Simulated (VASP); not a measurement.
# GeW3 (Im-3m) in VASP: single point with PBE

Aim: the single point of GeW3 with PBE.

Everything below comes from runs of VASP 6.6.1. Logs are shortened: lines on timing, memory, paths and dates and some standing lists are left out, and cuts for length are marked.

## Step 1: The cell of the first run

It takes space group Im-3m (No. 229, cubic). The conventional cell has a = 5.255 Å, b = 5.255 Å, c = 5.255 Å, α = 90.00°, β = 90.00°, γ = 90.00°. Within 3.5 Å of Ge (site symmetry m-3m) lie 6 W at 2.63 Å. W (site symmetry 4/mmm) has 2 Ge at 2.63 Å and 4 W at 2.63 Å within 3.5 Å.

The cell was built from a structure type or drawn by symmetry, and may not be a known phase.

## Step 2: Single point, PBE

File INCAR:

```
ALGO = Fast
EDIFF = 1E-6
ENCUT = 520
GGA = PE
ISIF = 2
ISMEAR = 0
LASPH = T
LCHARG = F
LREAL = F
LWAVE = F
NBANDS = 36
NELM = 60
PREC = Accurate
SIGMA = 0.1
```

File KPOINTS:

```
k-points
0
Gamma
  6 6 6
```

File POSCAR:

```
GeW3
1.0
   -2.6275603300      2.6275603300      2.6275603300
    2.6275603300     -2.6275603300      2.6275603300
    2.6275603300      2.6275603300     -2.6275603300
Ge W
1 3
Direct
    0.0000000000      0.0000000000      0.0000000000
    0.0000000000      0.5000000000      0.5000000000
    0.5000000000      0.0000000000      0.5000000000
    0.5000000000      0.5000000000      0.0000000000
```

Potentials or basis: VASP PAW PBE potentials, release 64 (Ge_d, W_sv).

On the command line:

```console
> cat potpaw_PBE.64/Ge_d/POTCAR potpaw_PBE.64/W_sv/POTCAR > POTCAR
> mpirun -np 1 vasp_std > vasp.out
```

OUTCAR:

```text
EDIFF = 1E-6
   ENCUT = 520
   GGA = PE
   ISIF = 2
   ISMEAR = 0
   LASPH = T
   LREAL = F
   NELM = 60
   PREC = Accurate

 ion  position               nearest neighbor table
   1  0.000  0.000  0.000-   2 2.63   3 2.63   4 2.63   2 2.63   3 2.63   4 2.63
   2  0.000  0.500  0.500-   1 2.63   3 2.63   4 2.63   1 2.63   4 2.63   3 2.63
   3  0.500  0.000  0.500-   1 2.63   2 2.63   4 2.63   4 2.63   1 2.63   2 2.63
   4  0.500  0.500  0.000-   1 2.63   2 2.63   3 2.63   3 2.63   2 2.63   1 2.63

  LATTYP: Found a body centered cubic cell.
 ALAT       =     5.2551206600

  Lattice vectors:

 A1 = (  -2.6275603300,   2.6275603300,   2.6275603300)
 A2 = (   2.6275603300,  -2.6275603300,   2.6275603300)
 A3 = (   2.6275603300,   2.6275603300,  -2.6275603300)

Analysis of symmetry for initial positions (statically):
=====================================================================
 Subroutine PRICEL returns:
 Original cell was already a primitive cell.

 Routine SETGRP: Setting up the symmetry group for a
 body centered cubic supercell.

 Subroutine GETGRP returns: Found 48 space group operations
 (whereof 48 operations were pure point group operations)
 out of a pool of 48 trial point group operations.

The static configuration has the point symmetry O_h .

Analysis of symmetry for dynamics (positions and initial velocities):
=====================================================================
 Subroutine PRICEL returns:
 Original cell was already a primitive cell.

 Routine SETGRP: Setting up the symmetry group for a
 body centered cubic supercell.

 Subroutine GETGRP returns: Found 48 space group operations
 (whereof 48 operations were pure point group operations)
 out of a pool of 48 trial point group operations.

The dynamic configuration has the point symmetry O_h .

 Subroutine INISYM returns: Found 48 space group operations
 (whereof 48 operations are pure point group operations),
 and found     1 'primitive' translations

----------------------------------------------------------------------------------------

                                     Primitive cell

  volume of cell :      72.5635

  direct lattice vectors                    reciprocal lattice vectors
    -2.627560330  2.627560330  2.627560330     0.000000000  0.190290588  0.190290588
     2.627560330 -2.627560330  2.627560330     0.190290588  0.000000000  0.190290588
     2.627560330  2.627560330 -2.627560330     0.190290588  0.190290588  0.000000000

  length of vectors
     4.551067992  4.551067992  4.551067992     0.269111530  0.269111530  0.269111530

  position of ions in fractional coordinates (direct lattice)
     0.000000000  0.000000000  0.000000000
     0.000000000  0.500000000  0.500000000
     0.500000000  0.000000000  0.500000000
     0.500000000  0.500000000  0.000000000

  ion indices of the primitive-cell ions
   primitive index   ion index
                 1           1
                 2           2
                 3           3
                 4           4

----------------------------------------------------------------------------------------

 KPOINTS: k-points

Automatic generation of k-mesh.
 Grid dimensions read from file:
 generate k-points for:    6    6    6

 Generating k-lattice:

  Cartesian coordinates                     Fractional coordinates (reciprocal lattice)
     0.000000000  0.031715098  0.031715098     0.166666667  0.000000000  0.000000000
     0.031715098  0.000000000  0.031715098     0.000000000  0.166666667  0.000000000
     0.031715098  0.031715098  0.000000000     0.000000000  0.000000000  0.166666667

  Length of vectors
     0.044851922  0.044851922  0.044851922

  Shift w.r.t. Gamma in fractional coordinates (k-lattice)
     0.000000000  0.000000000  0.000000000

 Subroutine IBZKPT returns following result:
 ===========================================

 Found     16 irreducible k-points:

 Following reciprocal coordinates:
            Coordinates               Weight
  0.000000  0.000000  0.000000      1.000000
  0.166667  0.000000  0.000000     12.000000
  0.333333  0.000000  0.000000     12.000000
  0.500000  0.000000  0.000000      6.000000
  0.166667  0.166667  0.000000     24.000000
  0.333333  0.166667 -0.000000     48.000000
[... 8 lines left out ...]
  0.500000  0.500000  0.333333     12.000000
  0.500000  0.500000  0.500000      1.000000
   k-points           NKPTS =     16   k-points in BZ     NKDIM =     16   number of bands    NBANDS=     36
   number of dos      NEDOS =    301   number of ions     NIONS =      4
   total plane-waves  NPLWV =  46656
   dimension x,y,z NGX =    36 NGY =   36 NGZ =   36
   dimension x,y,z NGXF=    72 NGYF=   72 NGZF=   72
   ions per type =               1   3
   NGX,Y,Z   is equivalent  to a cutoff of  13.15, 13.15, 13.15 a.u.
   NGXF,Y,Z  is equivalent  to a cutoff of  26.30, 26.30, 26.30 a.u.
 SYSTEM =  unknown system
   PREC   = accura    normal or accurate (medium, high low for compatibility)
   ISTART =      0    job   : 0-new  1-cont  2-samecut
   ICHARG =      2    charge: 1-file 2-atom 10-const
   ISPIN  =      1    spin polarized calculation?
   LNONCOLLINEAR =      F non collinear calculations
   LSORBIT =      F    spin-orbit coupling
   LASPH  =      T    aspherical Exc in radial PAW
   ENCUT  =  520.0 eV  38.22 Ry    6.18 a.u.   8.46  8.46  8.46*2*pi/ulx,y,z
   NELM   =     60;   NELMIN=  2; NELMDL= -5     # of ELM steps
   EDIFF  = 0.1E-05   stopping-criterion for ELM
   LREAL  =      F    real-space projection
   EDIFFG = 0.1E-04   stopping-criterion for IOM
   NSW    =      0    number of steps for IOM
   IBRION =     -1    ionic relax: 0-MD 1-quasi-New 2-CG
   NFREE  =      0    steps in history (QN), initial steepest desc. (CG)
   ISIF   =      2    stress and relaxation
   ISYM   =      2    0-nonsym 1-usesym 2-fastsym
   POTIM  = 0.5000    time-step for ionic-motion
   TEBEG  =    0.0;   TEEND  =   0.0 temperature during run
   PSTRESS=    0.0 pullay stress
   NELECT =      56.0000    total number of electrons
   NUPDOWN=      -1.0000    fix difference up-down
   EMIN   =  10.00;   EMAX   =-10.00  energy-range for DOS
   EFERMI =   0.00;   METHOD = LEGACY
   ISMEAR =     0;   SIGMA  =   0.10  broadening in eV -4-tet -1-fermi 0-gaus
   EFERMI_NEDOS =   21; number of points for ismear=-14 and -15
   IALGO  =     68    algorithm
   IMIX   =      4    mixing-type and parameters
     AMIX     =   0.40;   BMIX     =  1.00
     AMIX_MAG =   1.60;   BMIX_MAG =  1.00
  volume/ion in A,a.u.               =      18.14       122.42
  Fermi-wavevector in a.u.,A,eV,Ry     =   1.501636  2.837681 30.679942  2.254912
  Thomas-Fermi vector in A             =   2.612981
   LORBIT       =      0    0 simple, 1 ext, 2 COOP (PROOUT), +10 PAW based schemes
   GGA     = PE    functional components
   LHFCALC =     F    Hartree Fock is set to
   AEXX    =    0.0000 exact exchange contribution
   IVDW    =     0    specifies the selected vdW correction
   LEPSILON=     F    determine dielectric tensor
   LRPA    =     F    only Hartree local field effects (RPA)
 non-spin polarized calculation
 RMM-DIIS sequential band-by-band and
 Gauss-broadening in eV      SIGMA  =   0.10
  energy-cutoff  :      520.00
  volume of cell :       72.56
 maximum number of plane-waves:      1974
 NGX is ok and might be reduce to    36
   NGX = 17   NGY = 17   NGZ = 17

 number of electron      56.0000013 magnetization

 Free energy of the ion-electron system (eV)
  ---------------------------------------------------
  ext. energy  EPLUGINS =         0.00000000
  ---------------------------------------------------
  free energy    TOTEN  =       -37.70146680 eV

  energy without entropy =      -37.66941362  energy(sigma->0) =      -37.68544021

 E-fermi :   8.7097     XC(G=0): -12.4274

 val. band max:        8.7023834943   @ k =   0.3333   0.1667  -0.0000
 cond. band min:       8.7478288857   @ k =  -0.3333   0.5000   0.1667
 fundamental gap:      0.0454453914
 Fermi energy:         8.7096748783

 k-point     1 :       0.0000    0.0000    0.0000
  band No.  band energies     occupation
      1     -65.2985      2.00000
      2     -65.1520      2.00000
      3     -65.1520      2.00000
      4     -29.9713      2.00000
      5     -29.9713      2.00000
      6     -29.9713      2.00000
[... 28 lines left out ...]
     35      12.4819      0.00000
     36      13.9087      0.00000

 k-point     2 :       0.1667    0.0000    0.0000
  band No.  band energies     occupation
      1     -65.2897      2.00000
      2     -65.1606      2.00000
      3     -65.1521      2.00000
      4     -29.9725      2.00000
      5     -29.8967      2.00000
      6     -29.8926      2.00000
[... 28 lines left out ...]
     35      12.1439      0.00000
     36      13.0132      0.00000

 k-point     3 :       0.3333    0.0000    0.0000
  band No.  band energies     occupation
      1     -65.2672      2.00000
      2     -65.1830      2.00000
      3     -65.1525      2.00000
      4     -29.9749      2.00000
      5     -29.6980      2.00000
      6     -29.6818      2.00000
[... 28 lines left out ...]
     35      11.7873      0.00000
     36      11.9144      0.00000
[... 430 lines left out ...]
 k-point    15 :       0.5000    0.5000    0.3333
  band No.  band energies     occupation
      1     -65.2484      2.00000
      2     -65.2398      2.00000
      3     -65.1140      2.00000
      4     -30.0055      2.00000
      5     -29.9394      2.00000
      6     -29.9351      2.00000
[... 28 lines left out ...]
     35      12.1165      0.00000
     36      13.5833      0.00000

 k-point    16 :       0.5000    0.5000    0.5000
  band No.  band energies     occupation
      1     -65.2482      2.00000
      2     -65.2482      2.00000
      3     -65.1056      2.00000
      4     -30.0146      2.00000
      5     -30.0146      2.00000
      6     -30.0146      2.00000
[... 28 lines left out ...]
     35      12.2882      0.00000
     36      13.9331      0.00000

------------------------ aborting loop because EDIFF is reached ----------------------------------------

  FORCE on cell =-STRESS in cart. coord.  units (eV):
  Direction    XX          YY          ZZ          XY          YZ          ZX
  --------------------------------------------------------------------------------------
  -------------------------------------------------------------------------------------
  Total        0.4832425      0.4832425      0.4832425     -0.0000000     -0.0000000      0.0000000
  in kB       10.6698328     10.6698328     10.6698328     -0.0000000     -0.0000000      0.0000000
  external PRESSURE =      10.6698328 kB  Pullay stress =       0.0000000 kB

 VOLUME and BASIS-vectors are now :
 -----------------------------------------------------------------------------
  energy-cutoff  :      520.00
  volume of cell :       72.56
      direct lattice vectors                 reciprocal lattice vectors
    -2.627560330  2.627560330  2.627560330     0.000000000  0.190290588  0.190290588
     2.627560330 -2.627560330  2.627560330     0.190290588  0.000000000  0.190290588
     2.627560330  2.627560330 -2.627560330     0.190290588  0.190290588  0.000000000

 POSITION                                       TOTAL-FORCE (eV/Angst)
 -----------------------------------------------------------------------------------
      0.00000      0.00000      0.00000        -0.000000     -0.000000     -0.000000
      2.62756      0.00000      0.00000        -0.000000      0.000000     -0.000000
      0.00000      2.62756      0.00000         0.000000     -0.000000      0.000000
      0.00000      0.00000      2.62756        -0.000000      0.000000     -0.000000
 -----------------------------------------------------------------------------------
    total drift:                                0.000000      0.000000     -0.000000

  FREE ENERGIE OF THE ION-ELECTRON SYSTEM (eV)
  ---------------------------------------------------
  free  energy   TOTEN  =       -37.7014668043 eV

  energy  without entropy=      -37.6694136224  energy(sigma->0) =      -37.68544021
```

It took 46 s on 1 thread of AMD EPYC 9R45 (Zen 5), shared host; peak memory 0.19 GiB.

Results:

```yaml
Free_energy: -37.7015 eV
Pressure: 1.1 GPa
Band_gap_on_the_k_mesh: zero (bands 28 and 29 overlap by 1.61 eV)
```

Caveat: spin-orbit coupling is left out, which moves the levels of the heavy elements.
